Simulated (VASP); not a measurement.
The system is Rh.

```
Rh
1.0
     0.00000    1.90081    1.90081
     1.90081    0.00000    1.90081
     1.90081    1.90081    0.00000
Rh
1
Direct
  0.00000 0.00000 0.00000
```

Base run:

| Quantity | Value |
| --- | --- |
| Program | VASP 6.6.1 |
| Functional | r2SCAN |
| Potentials or basis | VASP PAW PBE potentials, release 64 (Rh_pv) |
| Cutoff | 520 eV |
| k mesh | 14 × 14 × 14 |
| Occupations | gaussian, width 1 eV |
| Spin | no spin polarisation |

Its results: pressure 6.8 GPa.

Q: After a change of settings the same cell gave: pressure 4.0 GPa. Which change was it?
A. potentials or basis from VASP PAW PBE potentials, release 64 (Rh_pv) to VASP PAW PBE potentials, release 64 (Rh_sv_GW); cutoff from 520 eV to 580 eV; valence electrons from 15 to 17
B. potentials or basis from VASP PAW PBE potentials, release 64 (Rh_pv) to VASP PAW PBE potentials, release 64 (Rh_sv_GW); cutoff from 520 eV to 580 eV; occupations from gaussian, width 1 eV to fermi-dirac, width 0.6 eV; valence electrons from 15 to 17
C. occupations from gaussian, width 1 eV to methfessel-paxton, width 0.6 eV; further incar settings from ALGO = Normal; EDIFF = 1e-06; NBANDS = 14 to ALGO = Normal; EDIFF = 1e-07; NBANDS = 14
D. occupations from gaussian, width 1 eV to methfessel-paxton, width 0.2 eV

A: A.

Caveats: the PAW data sets were made with another functional, which shifts forces and pressure a little.
